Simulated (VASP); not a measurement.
Si2Ni:

```xyz
3
Lattice="0.0000 2.7280 2.7280 2.7280 0.0000 2.7280 2.7280 2.7280 0.0000" Properties=species:S:1:pos:R:3 pbc="T T T"
Si    1.3640    1.3640    1.3640
Si    4.0920    4.0920    4.0920
Ni    0.0000    0.0000    0.0000
```

Program: VASP 6.6.1. Alike in all runs: task single point; level LDA; potentials or basis VASP PAW LDA potentials, release 64 (Si, Ni); cell as given; k mesh 14 × 14 × 14; cutoff (eV) 520; smearing gaussian 0.15 eV.

Task: Order these runs on this cell by their pressure, lowest first.
A. spin collinear, ferromagnetic start; fixed moment (μB) 0.75
B. spin off
C. spin collinear, ferromagnetic start; fixed moment (μB) 1.0

Result: B (-8.4 GPa), A (-6.5 GPa), C (-4.9 GPa).

Caveats: the total moment is fixed, so each spin has its own Fermi level (some runs).
